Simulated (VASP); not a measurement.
# Sn: relaxation of cell and atoms with PBEsol

The system is Sn.

```
Sn
1.0
     2.78992    0.00000    0.00000
     0.00000    2.78992    0.00000
     0.00000    0.00000    2.78992
Sn
1
Direct
  0.00000 0.00000 0.00000
```

- Program: VASP 6.6.1
- Task: relaxation of cell and atoms
- Functional: PBEsol
- Potentials or basis: VASP PAW PBE potentials, release 64 (Sn_d)
- Cutoff: 600 eV
- k mesh: 13 × 13 × 13
- Occupations: fermi-dirac, width 0.05 eV
- Spin: no spin polarisation
- Target pressure: 23 GPa
- Dipole correction: no
- Further INCAR settings: ALGO = Normal; EDIFF = 1e-06; IBRION = 2; EDIFFG = -0.005; NSW = 60; ISIF = 3

```
Relaxed volume                                         : 22.04 Å³/atom
Relaxed cell                                           : a = 2.804 Å, b = 2.804 Å, c = 2.804 Å, α = 90.00°, β = 90.00°, γ = 90.00°
Space group after relaxing (to 0.05 Å)                 : Pm-3m (No. 221)
Energy change on relaxing (the enthalpy is what falls) : -48.5 meV/atom
Ionic steps                                            : 3
Pressure after relaxing                                : 23.0 GPa
Band gap on the k mesh                                 : zero (band 7 reaches 16.95 eV, above the bottom of band 8 at 8.24 eV)
```

Step by step:
```csv
step,energy change (eV),largest force (eV/Å),pressure (GPa),volume (Å³)
1,0.0000,0.0000,25.35,21.72
2,-0.1384,0.0000,18.55,22.73
3,-0.0485,0.0000,23.02,22.04
```

Final structure:
```yaml
crystal:
  lattice:
    - [2.80363, 0.00000, 0.00000]
    - [0.00000, 2.80363, 0.00000]
    - [0.00000, 0.00000, 2.80363]
  atoms:
    - { symbol: Sn, position: [0.00000, 0.00000, 0.00000] }
```

Levels at points of the mesh, in eV from the Fermi level:
```csv
k point,band 3,band 4,band 5,band 6,band 7,band 8,band 9,band 10,band 11
"(0.00, 0.00, 0.00)",-21.34,-21.34,-21.34,-13.03,6.26,6.26,6.26,9.82,9.82
```

Run time: 21 s on 1 thread of AMD EPYC 9R45 (Zen 5) (shared host), peak memory 0.12 GiB.

Caveat: the cell is relaxed towards a set pressure, so the enthalpy falls and the energy may rise; the PAW data sets were made with another functional, which shifts forces and pressure a little; spin-orbit coupling is left out, which moves the levels of the heavy elements.
